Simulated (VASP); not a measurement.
Here is a VASP 6.6.1 calculation.

INCAR

```
SYSTEM = Zn
PREC = Accurate
ENCUT = 520
EDIFF = 1E-6
ISMEAR = -1
SIGMA = 0.05
LREAL = .False.
LASPH = .True.
NELM = 60
ALGO = Normal
ISIF = 2
LWAVE = .False.
LCHARG = .True.
GGA = PE
LELF = .True.
LVHAR = .True.
NBANDS = 19
```

KPOINTS

```
Automatic mesh
0
Gamma
  12 12 12
  0 0 0
```

Contents of POSCAR:

```
Zn
1.0
    0.0000000000      2.2339001696      2.2339001696
    2.2339001696      0.0000000000      2.2339001696
    2.2339001696      2.2339001696      0.0000000000
Zn
2
Direct
   -0.1250000000     -0.1250000000     -0.1250000000
    0.1250000000      0.1250000000      0.1250000000
```

Potentials or basis: VASP PAW PBE potentials, release 64 (Zn).

The run is started by

```console
$ cat potpaw_PBE.64/Zn/POTCAR > POTCAR
$ mpirun -np 1 vasp_std > vasp.out
```

Q: What does it give for the pressure?

A: 157.0 GPa.

Q: What does it give for the band gap on the k mesh?

A: Zero (band 12 reaches 15.93 eV, above the bottom of band 13 at 3.12 eV).
